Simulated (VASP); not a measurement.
# Sc in VASP: single point with PBEsol

Aim: the single point of Sc with PBEsol.

Everything below comes from runs of VASP 6.6.1. Logs are shortened: lines on timing, memory, paths and dates and some standing lists are left out, and cuts for length are marked.

### Step 1. The cell of the first run

The cell holds a sublattice, 3 atoms: a = 4.432 Å, b = 4.432 Å, c = 4.432 Å, α = 90.00°, β = 90.00°, γ = 90.00°.

### Step 2. Single point, PBEsol

The input, INCAR:

```
PREC = Accurate
ENCUT = 520
EDIFF = 1E-6
ISMEAR = 0
SIGMA = 0.1
LREAL = False
LASPH = True
NELM = 60
ALGO = Normal
ISIF = 2
LWAVE = False
LCHARG = False
GGA = PS
NBANDS = 24
```

The input, KPOINTS:

```
Automatic mesh
0
Gamma
  8 8 8
```

The input, POSCAR:

```
Sc
1.0
    4.4319878233      0.0000000000      0.0000000000
    0.0000000000      4.4319878233      0.0000000000
    0.0000000000      0.0000000000      4.4319878233
Sc
3
Direct
    0.5000000000      0.0000000000      0.5000000000
    0.0000000000      0.5000000000      0.5000000000
    0.5000000000      0.5000000000      0.0000000000
```

Potentials or basis: VASP PAW PBE potentials, release 64 (Sc_sv).

Run with:

```sh
$ cat potpaw_PBE.64/Sc_sv/POTCAR > POTCAR
$ mpirun -np 1 vasp_std > vasp.out
```

OUTCAR:

```text
PREC = Accurate
   ENCUT = 520
   EDIFF = 1E-6
   ISMEAR = 0
   LREAL = False
   LASPH = True
   NELM = 60
   ISIF = 2
   GGA = PS

 ion  position               nearest neighbor table
   1  0.500  0.000  0.500-   2 3.13   3 3.13   3 3.13   2 3.13   3 3.13   3 3.13   2 3.13   2 3.13

   2  0.000  0.500  0.500-   1 3.13   3 3.13   3 3.13   1 3.13   1 3.13   3 3.13   3 3.13   1 3.13

   3  0.500  0.500  0.000-   1 3.13   2 3.13   1 3.13   2 3.13   1 3.13   1 3.13   2 3.13   2 3.13

  LATTYP: Found a simple cubic cell.
 ALAT       =     4.4319878233

  Lattice vectors:

 A1 = (   4.4319878233,   0.0000000000,   0.0000000000)
 A2 = (   0.0000000000,   4.4319878233,   0.0000000000)
 A3 = (   0.0000000000,   0.0000000000,   4.4319878233)

Analysis of symmetry for initial positions (statically):
=====================================================================
 Subroutine PRICEL returns:
 Original cell was already a primitive cell.

 Routine SETGRP: Setting up the symmetry group for a
 simple cubic supercell.

 Subroutine GETGRP returns: Found 48 space group operations
 (whereof 48 operations were pure point group operations)
 out of a pool of 48 trial point group operations.

The static configuration has the point symmetry O_h .

Analysis of symmetry for dynamics (positions and initial velocities):
=====================================================================
 Subroutine PRICEL returns:
 Original cell was already a primitive cell.

 Routine SETGRP: Setting up the symmetry group for a
 simple cubic supercell.

 Subroutine GETGRP returns: Found 48 space group operations
 (whereof 48 operations were pure point group operations)
 out of a pool of 48 trial point group operations.

The dynamic configuration has the point symmetry O_h .

 Subroutine INISYM returns: Found 48 space group operations
 (whereof 48 operations are pure point group operations),
 and found     1 'primitive' translations

----------------------------------------------------------------------------------------

                                     Primitive cell

  volume of cell :      87.0554

  direct lattice vectors                    reciprocal lattice vectors
     4.431987823  0.000000000  0.000000000     0.225632389  0.000000000  0.000000000
     0.000000000  4.431987823  0.000000000     0.000000000  0.225632389  0.000000000
     0.000000000  0.000000000  4.431987823     0.000000000  0.000000000  0.225632389

  length of vectors
     4.431987823  4.431987823  4.431987823     0.225632389  0.225632389  0.225632389

  position of ions in fractional coordinates (direct lattice)
     0.500000000  0.000000000  0.500000000
     0.000000000  0.500000000  0.500000000
     0.500000000  0.500000000  0.000000000

  ion indices of the primitive-cell ions
   primitive index   ion index
                 1           1
                 2           2
                 3           3

----------------------------------------------------------------------------------------

 KPOINTS: Automatic mesh

Automatic generation of k-mesh.
 Grid dimensions read from file:
 generate k-points for:    8    8    8

 Generating k-lattice:

  Cartesian coordinates                     Fractional coordinates (reciprocal lattice)
     0.028204049  0.000000000  0.000000000     0.125000000  0.000000000  0.000000000
     0.000000000  0.028204049  0.000000000     0.000000000  0.125000000  0.000000000
     0.000000000  0.000000000  0.028204049     0.000000000  0.000000000  0.125000000

  Length of vectors
     0.028204049  0.028204049  0.028204049

  Shift w.r.t. Gamma in fractional coordinates (k-lattice)
     0.000000000  0.000000000  0.000000000

 Subroutine IBZKPT returns following result:
 ===========================================

 Found     35 irreducible k-points:

 Following reciprocal coordinates:
            Coordinates               Weight
  0.000000  0.000000  0.000000      1.000000
  0.125000  0.000000  0.000000      6.000000
  0.250000  0.000000  0.000000      6.000000
  0.375000  0.000000  0.000000      6.000000
  0.500000  0.000000  0.000000      3.000000
  0.125000  0.125000  0.000000     12.000000
[... 16 lines left out ...]
  0.375000  0.375000  0.125000     24.000000
  0.500000  0.375000  0.125000     24.000000
 [... further k-points ...]
   k-points           NKPTS =     35   k-points in BZ     NKDIM =     35   number of bands    NBANDS=     24
   number of dos      NEDOS =    301   number of ions     NIONS =      3
   total plane-waves  NPLWV =  46656
   dimension x,y,z NGX =    36 NGY =   36 NGZ =   36
   dimension x,y,z NGXF=    72 NGYF=   72 NGZF=   72
   ions per type =               3
   NGX,Y,Z   is equivalent  to a cutoff of  13.50, 13.50, 13.50 a.u.
   NGXF,Y,Z  is equivalent  to a cutoff of  27.01, 27.01, 27.01 a.u.
 SYSTEM =  unknown system
   PREC   = accura    normal or accurate (medium, high low for compatibility)
   ISTART =      0    job   : 0-new  1-cont  2-samecut
   ICHARG =      2    charge: 1-file 2-atom 10-const
   ISPIN  =      1    spin polarized calculation?
   LNONCOLLINEAR =      F non collinear calculations
   LSORBIT =      F    spin-orbit coupling
   LASPH  =      T    aspherical Exc in radial PAW
   ENCUT  =  520.0 eV  38.22 Ry    6.18 a.u.   8.24  8.24  8.24*2*pi/ulx,y,z
   NELM   =     60;   NELMIN=  2; NELMDL= -5     # of ELM steps
   EDIFF  = 0.1E-05   stopping-criterion for ELM
   LREAL  =      F    real-space projection
   EDIFFG = 0.1E-04   stopping-criterion for IOM
   NSW    =      0    number of steps for IOM
   IBRION =     -1    ionic relax: 0-MD 1-quasi-New 2-CG
   NFREE  =      0    steps in history (QN), initial steepest desc. (CG)
   ISIF   =      2    stress and relaxation
   ISYM   =      2    0-nonsym 1-usesym 2-fastsym
   POTIM  = 0.5000    time-step for ionic-motion
   TEBEG  =    0.0;   TEEND  =   0.0 temperature during run
   PSTRESS=    0.0 pullay stress
   NELECT =      33.0000    total number of electrons
   NUPDOWN=      -1.0000    fix difference up-down
   EMIN   =  10.00;   EMAX   =-10.00  energy-range for DOS
   EFERMI =   0.00;   METHOD = LEGACY
   ISMEAR =     0;   SIGMA  =   0.10  broadening in eV -4-tet -1-fermi 0-gaus
   EFERMI_NEDOS =   21; number of points for ismear=-14 and -15
   IALGO  =     38    algorithm
   IMIX   =      4    mixing-type and parameters
     AMIX     =   0.40;   BMIX     =  1.00
     AMIX_MAG =   1.60;   BMIX_MAG =  1.00
  volume/ion in A,a.u.               =      29.02       195.83
  Fermi-wavevector in a.u.,A,eV,Ry     =   1.184807  2.238960 19.099416  1.403767
  Thomas-Fermi vector in A             =   2.321014
   LORBIT       =      0    0 simple, 1 ext, 2 COOP (PROOUT), +10 PAW based schemes
   GGA     = PS    functional components
   LHFCALC =     F    Hartree Fock is set to
   AEXX    =    0.0000 exact exchange contribution
   IVDW    =     0    specifies the selected vdW correction
   LEPSILON=     F    determine dielectric tensor
   LRPA    =     F    only Hartree local field effects (RPA)
 non-spin polarized calculation
 Gauss-broadening in eV      SIGMA  =   0.10
  energy-cutoff  :      520.00
  volume of cell :       87.06
 maximum number of plane-waves:      2360
 NGX is ok and might be reduce to    36
   NGX = 17   NGY = 17   NGZ = 17

 number of electron      32.9999990 magnetization

 Free energy of the ion-electron system (eV)
  ---------------------------------------------------
  ext. energy  EPLUGINS =         0.00000000
  ---------------------------------------------------
  free energy    TOTEN  =       -17.53498445 eV

  energy without entropy =      -17.49680426  energy(sigma->0) =      -17.51589435

 E-fermi :   2.6326     XC(G=0):  -9.2209

 val. band max:        2.6204084920   @ k =   0.3750   0.3750   0.2500
 cond. band min:       2.6400177708   @ k =   0.3750   0.2500   0.0000
 fundamental gap:      0.0196092789
 Fermi energy:         2.6325650981

 k-point     1 :       0.0000    0.0000    0.0000
  band No.  band energies     occupation
      1     -46.8000      2.00000
      2     -46.7012      2.00000
      3     -46.7012      2.00000
      4     -25.6739      2.00000
      5     -25.6739      2.00000
      6     -25.6739      2.00000
[... 16 lines left out ...]
     23       5.6248      0.00000
     24       5.6248      0.00000

 k-point     2 :       0.1250    0.0000    0.0000
  band No.  band energies     occupation
      1     -46.7967      2.00000
      2     -46.7045      2.00000
      3     -46.7011      2.00000
      4     -25.6655      2.00000
      5     -25.6655      2.00000
      6     -25.6615      2.00000
[... 16 lines left out ...]
     23       5.2660      0.00000
     24       5.5728      0.00000

 k-point     3 :       0.2500    0.0000    0.0000
  band No.  band energies     occupation
      1     -46.7874      2.00000
      2     -46.7137      2.00000
      3     -46.7010      2.00000
      4     -25.6427      2.00000
      5     -25.6427      2.00000
      6     -25.6264      2.00000
[... 16 lines left out ...]
     23       4.8823      0.00000
     24       5.4317      0.00000

 k-point     4 :       0.3750    0.0000    0.0000
  band No.  band energies     occupation
      1     -46.7748      2.00000
      2     -46.7262      2.00000
      3     -46.7010      2.00000
      4     -25.6142      2.00000
      5     -25.6142      2.00000
      6     -25.5770      2.00000
[... 16 lines left out ...]
     23       4.6938      0.00000
     24       4.9585      0.00000

 k-point     5 :       0.5000    0.0000    0.0000
  band No.  band energies     occupation
      1     -46.7670      2.00000
      2     -46.7340      2.00000
      3     -46.7009      2.00000
      4     -25.5988      2.00000
      5     -25.5988      2.00000
      6     -25.5447      2.00000
[... 16 lines left out ...]
     23       4.6045      0.00000
     24       4.6098      0.00000

 k-point     6 :       0.1250    0.1250    0.0000
  band No.  band energies     occupation
      1     -46.7935      2.00000
      2     -46.7060      2.00000
      3     -46.7028      2.00000
      4     -25.6700      2.00000
      5     -25.6570      2.00000
      6     -25.6384      2.00000
[... 16 lines left out ...]
     23       5.1933      0.00000
     24       5.4424      0.00000
[... 379 lines left out ...]
 k-point    21 :       0.3750    0.2500    0.1250
  band No.  band energies     occupation
      1     -46.7628      2.00000
      2     -46.7267      2.00000
      3     -46.7120      2.00000
      4     -25.6616      2.00000
      5     -25.6038      2.00000
      6     -25.5694      2.00000
[... 16 lines left out ...]
     23       4.9315      0.00000
     24       5.0435      0.00000

 k-point    22 :       0.5000    0.2500    0.1250
  band No.  band energies     occupation
      1     -46.7554      2.00000
      2     -46.7338      2.00000
      3     -46.7122      2.00000
      4     -25.6340      2.00000
      5     -25.6290      2.00000
      6     -25.5691      2.00000
[... 16 lines left out ...]
     23       4.7616      0.00000
     24       4.8146      0.00000

 k-point    23 :       0.3750    0.3750    0.1250
  band No.  band energies     occupation
      1     -46.7529      2.00000
      2     -46.7289      2.00000
      3     -46.7195      2.00000
      4     -25.6654      2.00000
      5     -25.6249      2.00000
      6     -25.5677      2.00000
[... 16 lines left out ...]
     23       4.8174      0.00000
     24       4.8664      0.00000

 k-point    24 :       0.5000    0.3750    0.1250
  band No.  band energies     occupation
      1     -46.7454      2.00000
      2     -46.7337      2.00000
      3     -46.7221      2.00000
      4     -25.6635      2.00000
      5     -25.6335      2.00000
      6     -25.5702      2.00000
[... 16 lines left out ...]
     23       4.6702      0.00000
     24       4.8623      0.00000

 [... further k-points ...]

------------------------ aborting loop because EDIFF is reached ----------------------------------------

  FORCE on cell =-STRESS in cart. coord.  units (eV):
  Direction    XX          YY          ZZ          XY          YZ          ZX
  --------------------------------------------------------------------------------------
  -------------------------------------------------------------------------------------
  Total       -0.8990319     -0.8990319     -0.8990319     -0.0000000     -0.0000000     -0.0000000
  in kB      -16.5458844    -16.5458844    -16.5458844     -0.0000000     -0.0000000     -0.0000000
  external PRESSURE =     -16.5458844 kB  Pullay stress =       0.0000000 kB

 VOLUME and BASIS-vectors are now :
 -----------------------------------------------------------------------------
  energy-cutoff  :      520.00
  volume of cell :       87.06
      direct lattice vectors                 reciprocal lattice vectors
     4.431987823  0.000000000  0.000000000     0.225632389  0.000000000  0.000000000
     0.000000000  4.431987823  0.000000000     0.000000000  0.225632389  0.000000000
     0.000000000  0.000000000  4.431987823     0.000000000  0.000000000  0.225632389

 POSITION                                       TOTAL-FORCE (eV/Angst)
 -----------------------------------------------------------------------------------
      2.21599      0.00000      2.21599         0.000000      0.000000      0.000000
      0.00000      2.21599      2.21599         0.000000      0.000000      0.000000
      2.21599      2.21599      0.00000         0.000000      0.000000      0.000000
 -----------------------------------------------------------------------------------
    total drift:                                0.000000      0.000000      0.000000

  FREE ENERGIE OF THE ION-ELECTRON SYSTEM (eV)
  ---------------------------------------------------
  free  energy   TOTEN  =       -17.5349844512 eV

  energy  without entropy=      -17.4968042552  energy(sigma->0) =      -17.51589435
```

Run time: 92 s. Hardware: 1 thread of Intel Xeon 8259CL, shared host; peak memory 0.23 GiB.

What came out:

```yaml
Free_energy: -17.5350 eV
Pressure: -1.7 GPa
```

Caveat: the PAW data sets were made with another functional, which shifts forces and pressure a little.
